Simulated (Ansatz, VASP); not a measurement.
## One calculation of BeFeCl4, two programs

```xyz
6
Lattice="4.4827 -4.4827 0.0000 4.4827 4.4827 0.0000 0.0000 0.0000 23.8580" Properties=species:S:1:pos:R:3 pbc="T T T"
Be    0.0000    0.0000    7.5048
Fe    4.4827    0.0000    7.5033
Cl    4.4827   -2.3452    7.5052
Cl    4.4827    2.3452    7.5052
Cl    2.1375    0.0000    7.5052
Cl    6.8279    0.0000    7.5052
```

Alike in both runs: functional PBE; k mesh 4 × 4 × 1; occupations gaussian, width 0.1 eV; collinear spin.

Ansatz relaxed the structure, and its values are those at the end. VASP's run is a single point on that final structure, the one shown.

```csv
,VASP,Ansatz
version,VASP 6.6.1,Ansatz 0.2.0
potentials or method,"VASP PAW PBE potentials, release 64 (Be, Fe, Cl), cutoff 520 eV","scalar-relativistic, plane waves, PAW"
valence electrons in the cell,38,46
```

Ansatz gave:

- rms of the force components (eV/Å): 0.001
- net moment per atom (μB): 0.67
- size of the moment on the site where the two differ most (μB): 3.35

Question: Estimate VASP's values.

Answer: rms of the force components (eV/Å): 0.044; net moment per atom (μB): 0.67; size of the moment on the site where the two differ most (μB): 3.44.

Site moments also hang on the region over which each program counts them. The functional is the same, so the differences come from potentials, cutoffs and numerics. VASP's potentials hold 38 valence electrons a cell and Ansatz's 46, so a difference there can come from the potentials and not from the codes. Ansatz's warnings: slab cell height set.
